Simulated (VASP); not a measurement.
# SnO2: single point with LDA

The system is SnO2.

```
Sn O
1.0
     4.72229    0.00000    0.00000
     0.00000    4.72287    0.00000
     0.00000    0.00000    3.19040
Sn O
2 4
Direct
  0.50000 0.50000 0.50000
  0.00000 0.00000 0.00000
  0.30598 0.35805 0.00000
  0.80598 0.14195 0.50000
  0.19402 0.85805 0.50000
  0.69402 0.64195 0.00000
```

This cell differs from its parent crystal: atoms shifted along a free coordinate.

- Program: VASP 6.6.1
- Task: single point
- Functional: LDA
- Potentials or basis: VASP PAW LDA potentials, release 64 (Sn_d, O)
- Cutoff: 520 eV
- k mesh: 6 × 6 × 8
- Occupations: gaussian, width 0.05 eV
- Spin: no spin polarisation

- Pressure: 13.0 GPa
- Largest force: 4.488 eV/Å
- Band gap on the k mesh: 1.62 eV

Forces in eV/Å, atoms in the order of the input:
```
Sn   0.000  0.000  0.000
Sn   0.000  0.000  0.000
O   -3.376 -2.957  0.000
O   -3.376  2.957  0.000
O    3.376 -2.957  0.000
O    3.376  2.957  0.000
```

Stress tensor (GPa, compression positive):
```
15.53  0.00  0.00
 0.00  2.98  0.00
 0.00  0.00 20.57
```

Levels at points of the mesh, in eV from the valence-band top:
```csv
k point,band 23,band 24,band 25,band 26,band 27,band 28,band 29,band 30
"(0.00, 0.00, 0.00)",-0.84,-0.53,-0.41,0.00,1.62,5.11,6.48,6.71
"(0.50, 0.00, 0.00)",-0.95,-0.95,-0.45,-0.45,4.19,4.19,6.22,6.22
"(0.00, 0.50, 0.00)",-0.94,-0.94,-0.69,-0.69,4.45,4.45,7.08,7.08
"(0.50, 0.50, 0.00)",-1.03,-1.03,-0.72,-0.72,4.26,4.26,7.06,7.06
"(0.00, 0.00, 0.50)",-1.48,-1.48,-0.99,-0.99,6.89,6.89,9.10,9.10
"(0.50, 0.00, 0.50)",-0.94,-0.94,-0.25,-0.25,7.23,7.23,7.66,7.66
"(0.00, 0.50, 0.50)",-1.09,-1.09,-0.17,-0.17,7.13,7.13,7.25,7.25
"(0.50, 0.50, 0.50)",-1.24,-1.24,-0.67,-0.67,6.29,6.29,7.85,7.85
```

Wall time 3 min on 1 thread of Intel Xeon 8259CL (shared host), peak memory 0.26 GiB.

Caveat: the cell differs from its parent crystal (atoms shifted along a free coordinate); the cell stands under pressure; spin-orbit coupling is left out, which moves the levels of the heavy elements; forces of over 1 eV/Å act on the atoms, so gaps and moduli don't describe the material at rest.
